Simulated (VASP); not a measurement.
# MgAu (Pm-3m) in VASP: a series of runs, part 3 of 4

VASP 6.6.1. Earlier steps stand in the parts before.

**4. Electric field gradients, LDA (volume scaled by 0.98)**

Contents of INCAR:

```
ALGO = Normal
EDIFF = 1E-8
ENCUT = 520
ISIF = 2
ISMEAR = -1
LASPH = T
LCHARG = F
LEFG = T
LREAL = F
LWAVE = F
NBANDS = 14
NELM = 60
PREC = Accurate
SIGMA = 0.05
```

Contents of KPOINTS:

```
k-points
0
Gamma
  13 13 13
```

Contents of POSCAR:

```
MgAu
1.0
    3.2371268577      0.0000000000      0.0000000000
    0.0000000000      3.2371268577      0.0000000000
    0.0000000000      0.0000000000      3.2371268577
Mg Au
1 1
Direct
    0.5000000000      0.5000000000      0.5000000000
    0.0000000000      0.0000000000      0.0000000000
```

Potentials or basis: VASP PAW LDA potentials, release 64 (Mg, Au).

Started as:

```console
cat potpaw_LDA.64/Mg/POTCAR potpaw_LDA.64/Au/POTCAR > POTCAR
mpirun -np 1 vasp_std > vasp.out
```

OUTCAR:

```text
EDIFF = 1E-8
   ENCUT = 520
   ISIF = 2
   ISMEAR = -1
   LASPH = T
   LREAL = F
   NELM = 60
   PREC = Accurate

 ion  position               nearest neighbor table
   1  0.500  0.500  0.500-   2 2.80   2 2.80   2 2.80   2 2.80   2 2.80   2 2.80   2 2.80   2 2.80

   2  0.000  0.000  0.000-   1 2.80   1 2.80   1 2.80   1 2.80   1 2.80   1 2.80   1 2.80   1 2.80

  LATTYP: Found a simple cubic cell.
 ALAT       =     3.2371268577

  Lattice vectors:

 A1 = (   3.2371268577,   0.0000000000,   0.0000000000)
 A2 = (   0.0000000000,   3.2371268577,   0.0000000000)
 A3 = (   0.0000000000,   0.0000000000,   3.2371268577)

Analysis of symmetry for initial positions (statically):
=====================================================================
 Subroutine PRICEL returns:
 Original cell was already a primitive cell.

 Routine SETGRP: Setting up the symmetry group for a
 simple cubic supercell.

 Subroutine GETGRP returns: Found 48 space group operations
 (whereof 48 operations were pure point group operations)
 out of a pool of 48 trial point group operations.

The static configuration has the point symmetry O_h .

Analysis of symmetry for dynamics (positions and initial velocities):
=====================================================================
 Subroutine PRICEL returns:
 Original cell was already a primitive cell.

 Routine SETGRP: Setting up the symmetry group for a
 simple cubic supercell.

 Subroutine GETGRP returns: Found 48 space group operations
 (whereof 48 operations were pure point group operations)
 out of a pool of 48 trial point group operations.

The dynamic configuration has the point symmetry O_h .

 Subroutine INISYM returns: Found 48 space group operations
 (whereof 48 operations are pure point group operations),
 and found     1 'primitive' translations

----------------------------------------------------------------------------------------

                                     Primitive cell

  volume of cell :      33.9218

  direct lattice vectors                    reciprocal lattice vectors
     3.237126858  0.000000000  0.000000000     0.308915913  0.000000000  0.000000000
     0.000000000  3.237126858  0.000000000     0.000000000  0.308915913  0.000000000
     0.000000000  0.000000000  3.237126858     0.000000000  0.000000000  0.308915913

  length of vectors
     3.237126858  3.237126858  3.237126858     0.308915913  0.308915913  0.308915913

  position of ions in fractional coordinates (direct lattice)
     0.500000000  0.500000000  0.500000000
     0.000000000  0.000000000  0.000000000

  ion indices of the primitive-cell ions
   primitive index   ion index
                 1           1
                 2           2

----------------------------------------------------------------------------------------

 KPOINTS: k-points

Automatic generation of k-mesh.
 Grid dimensions read from file:
 generate k-points for:   13   13   13

 Generating k-lattice:

  Cartesian coordinates                     Fractional coordinates (reciprocal lattice)
[... 74 lines left out ...]
   EFERMI =   0.00;   METHOD = LEGACY
   ISMEAR =    -1;   SIGMA  =   0.05  broadening in eV -4-tet -1-fermi 0-gaus
   EFERMI_NEDOS =   21; number of points for ismear=-14 and -15
   IALGO  =     38    algorithm
   IMIX   =      4    mixing-type and parameters
     AMIX     =   0.40;   BMIX     =  1.00
     AMIX_MAG =   1.60;   BMIX_MAG =  1.00
  volume/ion in A,a.u.               =      16.96       114.46
  Fermi-wavevector in a.u.,A,eV,Ry     =   1.189131  2.247131 19.239068  1.414032
  Thomas-Fermi vector in A             =   2.325245
   LORBIT       =      0    0 simple, 1 ext, 2 COOP (PROOUT), +10 PAW based schemes
   GGA     = CA    functional components
   LHFCALC =     F    Hartree Fock is set to
   AEXX    =    0.0000 exact exchange contribution
   IVDW    =     0    specifies the selected vdW correction
   LEPSILON=     F    determine dielectric tensor
   LRPA    =     F    only Hartree local field effects (RPA)
 non-spin polarized calculation
  energy-cutoff  :      520.00
  volume of cell :       33.92
 maximum number of plane-waves:       929
   NGX = 13   NGY = 13   NGZ = 13

 number of electron      13.0000000 magnetization

 Free energy of the ion-electron system (eV)
  ---------------------------------------------------
  ext. energy  EPLUGINS =         0.00000000
  ---------------------------------------------------
  free energy    TOTEN  =        -7.61305637 eV

  energy without entropy =       -7.60762174  energy(sigma->0) =       -7.61033906

 E-fermi :   6.8883     XC(G=0): -11.3648

 val. band max:        6.8519393744   @ k =   0.4615   0.4615   0.0000
 cond. band min:       6.9041073448   @ k =   0.3077   0.0769   0.0000
 fundamental gap:      0.0521679704
 Fermi energy:         6.8883298888

 k-point     1 :       0.0000    0.0000    0.0000
  band No.  band energies     occupation
      1      -2.3968      2.00000
      2       0.9561      2.00000
      3       0.9561      2.00000
      4       2.7921      2.00000
      5       2.7921      2.00000
      6       2.7921      2.00000
      7      12.3202      0.00000
      8      12.3202      0.00000
      9      12.3202      0.00000
     10      15.9575      0.00000
     11      15.9575      0.00000
     12      17.2763      0.00000
     13      24.4849      0.00000
     14      24.4849      0.00000
[... 377 lines left out ...]
      1       0.4540      2.00000
      2       0.9921      2.00000
      3       2.2228      2.00000
      4       2.2853      2.00000
      5       2.3777      2.00000
      6       2.9970      2.00000
      7       6.5223      1.99868
      8       9.0942      0.00000
      9      13.0017      0.00000
     10      16.9871      0.00000
     11      17.8983      0.00000
     12      19.5853      0.00000
     13      20.1972      0.00000
     14      22.4953      0.00000

 [... further k-points ...]
[... 5 lines left out ...]
  --------------------------------------------------------------------------------------
  -------------------------------------------------------------------------------------
  Total       -0.4421834     -0.4421834     -0.4421834      0.0000000      0.0000000     -0.0000000
  in kB      -20.8849683    -20.8849683    -20.8849683      0.0000000      0.0000000     -0.0000000
  external PRESSURE =     -20.8849683 kB  Pullay stress =       0.0000000 kB

 VOLUME and BASIS-vectors are now :
 -----------------------------------------------------------------------------
  energy-cutoff  :      520.00
  volume of cell :       33.92
      direct lattice vectors                 reciprocal lattice vectors
     3.237126858  0.000000000  0.000000000     0.308915913  0.000000000  0.000000000
     0.000000000  3.237126858  0.000000000     0.000000000  0.308915913  0.000000000
     0.000000000  0.000000000  3.237126858     0.000000000  0.000000000  0.308915913

 POSITION                                       TOTAL-FORCE (eV/Angst)
 -----------------------------------------------------------------------------------
      1.61856      1.61856      1.61856         0.000000      0.000000      0.000000
      0.00000      0.00000      0.00000         0.000000      0.000000      0.000000
 -----------------------------------------------------------------------------------
    total drift:                                0.000000      0.000000      0.000000

  FREE ENERGIE OF THE ION-ELECTRON SYSTEM (eV)
  ---------------------------------------------------
  free  energy   TOTEN  =        -7.6130563747 eV

  energy  without entropy=       -7.6076217407  energy(sigma->0) =       -7.61033906

 Electric field gradients (V/A^2)
---------------------------------------------------------------------
 ion       V_xx      V_yy      V_zz      V_xy      V_xz      V_yz
---------------------------------------------------------------------
   1       0.000     0.000    -0.000     0.000     0.000     0.000
   2       0.000     0.000    -0.000    -0.000    -0.000    -0.000
---------------------------------------------------------------------

 Electric field gradients after diagonalization (V/A^2)
 (convention: |V_zz| > |V_xx| > |V_yy|)
----------------------------------------------------------------------
 ion       V_xx      V_yy      V_zz     asymmetry (V_yy - V_xx)/ V_zz
----------------------------------------------------------------------
   1      -0.000     0.000     0.000       0.888
   2       0.000     0.000    -0.000       0.086
----------------------------------------------------------------------

           NMR quadrupolar parameters

 Cq : quadrupolar parameter    Cq=e*Q*V_zz/h
 eta: asymmetry parameters     (V_yy - V_xx)/ V_zz
 Q  : nuclear electric quadrupole moment in mb (millibarn)
----------------------------------------------------------------------
 ion       Cq(MHz)       eta       Q (mb)
----------------------------------------------------------------------
   1       0.000       0.888       1.000
   2      -0.000       0.086       1.000
----------------------------------------------------------------------
```

OSZICAR:

```text
N       E                     dE             d eps       ncg     rms          rms(c)
DAV:   1     0.497816952726E+02    0.49782E+02   -0.56287E+03  2424   0.775E+02
DAV:   2    -0.719136453378E+01   -0.56973E+02   -0.52751E+02  2790   0.166E+02
DAV:   3    -0.824046418825E+01   -0.10491E+01   -0.10471E+01  2970   0.212E+01
DAV:   4    -0.824413754577E+01   -0.36734E-02   -0.36732E-02  2772   0.152E+00
DAV:   5    -0.824417011351E+01   -0.32568E-04   -0.32568E-04  3054   0.144E-01    0.587E+00
DAV:   6    -0.765652055553E+01    0.58765E+00   -0.24719E+00  2676   0.123E+01    0.291E+00
DAV:   7    -0.762851936664E+01    0.28001E-01   -0.25287E-02  2622   0.146E+00    0.162E+00
DAV:   8    -0.761309407476E+01    0.15425E-01   -0.63615E-03  2820   0.496E-01    0.115E-01
DAV:   9    -0.761306151126E+01    0.32564E-04   -0.19370E-04  2886   0.885E-02    0.505E-02
DAV:  10    -0.761305646724E+01    0.50440E-05   -0.78367E-06  2814   0.241E-02    0.557E-03
DAV:  11    -0.761305639512E+01    0.72119E-07   -0.99792E-08  3090   0.231E-03    0.293E-03
DAV:  12    -0.761305637455E+01    0.20569E-07   -0.26728E-08  2832   0.104E-03    0.215E-04
DAV:  13    -0.761305637469E+01   -0.14211E-09   -0.99583E-10  1668   0.260E-04
   1 F= -.76130564E+01 E0= -.76103391E+01  d E =-.543463E-02
```

stdout:

```text
POSCAR found type information on POSCAR MgAu
 POSCAR found :  2 types and       2 ions
 scaLAPACK will be used
 LDA part: xc-table for (Slater(with rela. corr.)+CA(PZ))
 , standard interpolation
 POSCAR, INCAR and KPOINTS ok, starting setup
 FFT: planning ... GRIDC
 FFT: planning ... GRID_SOFT
 FFT: planning ... GRID
 WAVECAR not read
 entering main loop
ion   1

ion   2
```

Run time: 19 s. Hardware: 1 thread of Intel Xeon Platinum 8375C at 2.90GHz (Ice Lake), shared host; peak memory 0.16 GiB.

What came out:

* Free energy: -7.6131 eV
* Pressure: -2.1 GPa

Caveat: without QUAD_EFG the Cq values of the log hold for a quadrupole moment of 1 mb, not for the nuclei; spin-orbit coupling is left out, which moves the levels of the heavy elements.

(Part 3 of 4 ends here.)
